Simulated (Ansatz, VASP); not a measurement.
# Two plane-wave programs on CuO

The input INCAR:

```
SYSTEM = CuO
PREC     = Accurate       ! precision mode
ENCUT    = 520            ! plane-wave cutoff, eV
EDIFF    = 1E-6           ! SCF threshold, eV
ISMEAR   = -1             ! smearing method
SIGMA    = 0.05           ! smearing width, eV
LREAL    = .FALSE.        ! projectors in reciprocal space
LASPH    = .TRUE.         ! aspherical terms in the spheres
NELM     = 150            ! most SCF steps
ALGO     = Normal         ! electronic algorithm
ISIF     = 2              ! what is computed and relaxed
LWAVE    = .FALSE.        ! write WAVECAR
LCHARG   = .FALSE.        ! write CHGCAR
LMAXMIX  = 4              ! l up to which the mixer works
LDAU     = .TRUE.         ! DFT+U
LDAUTYPE = 2            
LDAUL    = 2 -1           ! shell
LDAUU    = 4 0            ! U, eV
LDAUJ    = 0 0          
LDAUPRINT= 1            
GGA      = PE             ! functional
NBANDS   = 25             ! bands
```

KPOINTS

```
regular mesh
0
G
  10 10 5
  0 0 0
```

File POSCAR:

```
CuO
1.0
    2.3055752800     -1.7296126400      0.0728065900
    2.3157556600      1.7435441000      0.0481486400
   -0.7080927800     -0.0389675500      5.1290691300
Cu O
2 2
Direct
    0.0142532200      0.4796454100      0.0604322300
    0.4708797100      0.1540682100      0.4741201700
    0.5692681500      0.2960328600      0.2639427200
    0.4455989200      0.5702535100      0.7015048700
```

Contents of input.yaml:

```yaml
crystal:
  lattice:
    - [2.30557528, -1.72961264, 0.07280659]
    - [2.31575566, 1.7435441, 0.04814864]
    - [-0.70809278, -0.03896755, 5.12906913]
  atoms:
    - { symbol: Cu, position: [0.01425322, 0.47964541, 0.06043223] }
    - { symbol: Cu, position: [0.47087971, 0.15406821, 0.47412017] }
    - { symbol: O, position: [0.56926815, 0.29603286, 0.26394272] }
    - { symbol: O, position: [0.44559892, 0.57025351, 0.70150487] }
hamiltonian:
  xc: pbe
  pseudopotentials: { kind: paw }
  hubbard: { sites: [{ species: Cu, l: d, u_eff: 4.0 }] }
kpoints:
  mp_grid: { grid: [10, 10, 5] }
  band_path:
    path:
      - [[0.0, 0.0, 0.5], [0.0, 0.0, 0.0], [-0.5, 0.0, 0.0]]
      - [[-0.5, 0.0, 0.5], [0.0, 0.0, 0.0], [0.0, -0.5, 0.0]]
      - [[0.0, -0.5, 0.5], [0.0, 0.0, 0.0], [-0.5, -0.5, 0.0]]
      - [[-0.5, -0.5, 0.5], [0.0, 0.0, 0.0]]
    npoints: 14
scf:
  occupations: { method: fermi_dirac, width: 0.05 }
  n_extra_bands: 10
output:
  forces: true
  stress: true
  eigenvalues: true
  fatbands: true
```

Alike in both runs: functional PBE; k mesh 10 × 10 × 5; occupations fermi-dirac, width 0.05 eV; no spin polarisation; Hubbard terms Cu d U = 4.0 eV.

|  | VASP | Ansatz |
| --- | --- | --- |
| version | VASP 6.6.1 | Ansatz 0.2.0 |
| potentials or method | VASP PAW PBE potentials, release 64 (Cu, O) | Ansatz PAW |
| plane-wave cutoff (eV) | 520 | 420 |
| valence electrons in the cell | 34 | 50 |
| task | single point | band structure |

```csv
,VASP,Ansatz,Ansatz less VASP
gap on the k mesh at the Fermi level (eV),none,none,-
rms of the force components (eV/Å),15.123,17.375,+2.2521
```

The programs project onto different local orbitals, so the same U acts differently, and such runs can settle in different states. Atom by atom the forces differ by 2.256 eV/Å (rms over components). A gap of «none» marks a metal or a gap that the smearing closes. VASP's potentials hold 34 valence electrons a cell and Ansatz's 50, so a difference there can come from the potentials and not from the codes.

Noted on Ansatz's run: the cell as given lies far from equilibrium.
